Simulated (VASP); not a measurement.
The system is Sc4AlAs.

```xyz
6
Lattice="0.0000 3.8246 3.8246 3.8246 0.0000 3.8246 3.8246 3.8246 0.0000" Properties=species:S:1:pos:R:3 pbc="T T T"
Sc    2.8579    4.7913    4.7913
Sc    2.8579    2.8579    2.8579
Sc    4.7913    2.8579    4.7913
Sc    4.7913    4.7913    2.8579
Al    5.7369    5.7369    5.7369
As    0.0000    0.0000    0.0000
```

- Program: VASP 6.6.1
- Task: relaxation of cell and atoms
- Functional: PBE
- Potentials or basis: VASP PAW PBE potentials, release 64 (Sc_sv, Al, As)
- Cutoff: 600 eV
- k mesh: 4 × 4 × 4
- Occupations: gaussian, width 0.1 eV
- Spin: no spin polarisation

At the start: pressure 11.3 GPa; volume 18.65 Å³/atom.

Problem. How do energy, volume and symmetry change on relaxing?

Solution. Over 5 steps the energy falls by 111.1 meV/atom and the volume is 22.12 Å³/atom (+18.6 %); space group F-43m (No. 216, to 0.05 Å).

The path:
```
step  energy change (eV)  largest force (eV/Å)  pressure (GPa)  volume (Å³)
   1              0.0000                0.7788           11.32       111.89
   2             -0.6571                0.2141           -0.74       134.61
   3             -0.6648                0.1301            0.18       131.93
   4             -0.6647                0.1422            0.03       132.36
   5             -0.6665                0.0016           -0.11       132.75
```

Final structure:
```
Sc Al As
1.0
     0.00000    4.04886    4.04886
     4.04886    0.00000    4.04886
     4.04886    4.04886    0.00000
Sc Al As
4 1 1
Direct
  0.87272 0.37576 0.37576
  0.37576 0.37576 0.37576
  0.37576 0.87272 0.37576
  0.37576 0.37576 0.87272
  0.75000 0.75000 0.75000
  0.00000 0.00000 0.00000
```

Caveat: the volume moved by over 15 % at a fixed basis, so the end points are rough.
